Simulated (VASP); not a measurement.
Wanted: the native input for a VASP 6.6.1 run.

```
Task                   : single point
Functional             : PBE
Potentials or basis    : VASP PAW PBE potentials, release 64 (P, B)
Cutoff                 : 500 eV
k mesh                 : 10 × 10 × 10
Occupations            : fermi-dirac, width 0.02 eV
Spin                   : no spin polarisation
Dipole correction      : no
Further INCAR settings : ALGO = Normal; EDIFF = 1e-06; NBANDS = 11
```

The structure of BP lies in POSCAR:

```
BP
1.0
    0.0000000000      2.2690000000      2.2690000000
    2.2690000000      0.0000000000      2.2690000000
    2.2690000000      2.2690000000      0.0000000000
P B
1 1
Direct
    0.7500000000      0.7500000000      0.7500000000
    0.0000000000      0.0000000000      0.0000000000
```

These files were run (other wordings do the same):

INCAR

```
SYSTEM = BP
  PREC = Accurate
  ENCUT = 500
  EDIFF = 1E-6
  ISMEAR = -1
  SIGMA = 0.02
  LREAL = .False.
  LASPH = .True.
  NELM = 120
  ALGO = Normal
  ISIF = 2
  LWAVE = .False.
  LCHARG = .True.
  GGA = PE
  LELF = .True.
  LVHAR = .True.
  NBANDS = 11
  GGA_COMPAT = .False.
```

KPOINTS

```
regular mesh
0
Gamma
  10 10 10
  0 0 0
```

Potentials or basis: VASP PAW PBE potentials, release 64 (P, B).

Launch:

```bash
$ cat potpaw_PBE.64/P/POTCAR potpaw_PBE.64/B/POTCAR > POTCAR
$ mpirun -np 1 vasp_std > vasp.out
```

Results of the run:

```
Pressure               : 0.9 GPa
Band gap on the k mesh : 1.24 eV, indirect (least direct gap 3.40 eV)
```

It took 5.7 s on 1 thread of Intel(R) Xeon(R) Platinum 8488C (Sapphire Rapids) (shared host), peak memory 0.13 GiB.
